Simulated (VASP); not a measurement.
## Zn: relaxation of cell and atoms with PBEsol

The system is Zn.

```
CELL_PARAMETERS angstrom
0.00000 1.97000 1.97000
1.97000 0.00000 1.97000
1.97000 1.97000 0.00000
ATOMIC_POSITIONS crystal
Zn 0.00000 0.00000 0.00000
```

This isn't the form of Zn at room conditions, which is hcp.

- Program: VASP 6.6.1
- Task: relaxation of cell and atoms
- Functional: PBEsol
- Potentials or basis: VASP PAW PBE potentials, release 64 (Zn)
- Cutoff: 500 eV
- k mesh: 8 × 8 × 8
- Occupations: gaussian, width 0.1 eV
- Spin: no spin polarisation
- Dipole correction: no
- Further INCAR settings: ALGO = Normal; EDIFF = 1e-07; IBRION = 2; EDIFFG = -0.02; NSW = 60; ISIF = 3

The relaxed volume is 14.26 Å³/atom. The relaxed cell is a = 2.722 Å, b = 2.722 Å, c = 2.722 Å, α = 60.00°, β = 60.00°, γ = 60.00°, the space group after relaxing (to 0.1 Å) is Fm-3m (No. 225) and the energy gained by relaxing is 16.9 meV/atom. The ionic steps are 2 and the pressure after relaxing is 0.0 GPa. The band gap on the k mesh is zero (bands 6 and 7 overlap by 3.56 eV).

The path:
```csv
step,energy change (eV),largest force (eV/Å),pressure (GPa),volume (Å³)
1,0.0000,0.0000,-4.97,15.29
2,-0.0169,0.0000,0.01,14.26
```

Final structure:
```cif
data_structure
_symmetry_space_group_name_H-M 'P 1'
_symmetry_Int_Tables_number 1
_cell_length_a 2.7222
_cell_length_b 2.7222
_cell_length_c 2.7222
_cell_angle_alpha 60.000
_cell_angle_beta 60.000
_cell_angle_gamma 60.000
_cell_volume 14.26
loop_
_atom_site_label
_atom_site_type_symbol
_atom_site_fract_x
_atom_site_fract_y
_atom_site_fract_z
_atom_site_occupancy
Zn1 Zn 0.00000 0.00000 0.00000 1
```

Levels at points of the mesh, in eV from the Fermi level:
| k point | band 3 | band 4 | band 5 | band 6 | band 7 | band 8 | band 9 | band 10 |
| --- | --- | --- | --- | --- | --- | --- | --- | --- |
| (0.00, 0.00, 0.00) | -7.45 | -7.45 | -7.02 | -7.02 | 19.41 | 19.41 | 19.41 | 19.68 |
| (0.50, 0.00, 0.00) | -7.46 | -6.70 | -6.70 | -2.88 | -0.98 | 16.26 | 16.26 | 18.17 |
| (0.50, 0.50, 0.00) | -6.72 | -6.62 | -6.62 | -0.87 | 2.26 | 9.02 | 9.02 | 12.80 |

Run time: 13 s on 1 thread of Intel(R) Xeon(R) Platinum 8375C CPU @ 2.90GHz (Ice Lake) (shared host), peak memory 0.12 GiB.

Caveat: the PAW data sets were made with another functional, which shifts forces and pressure a little.
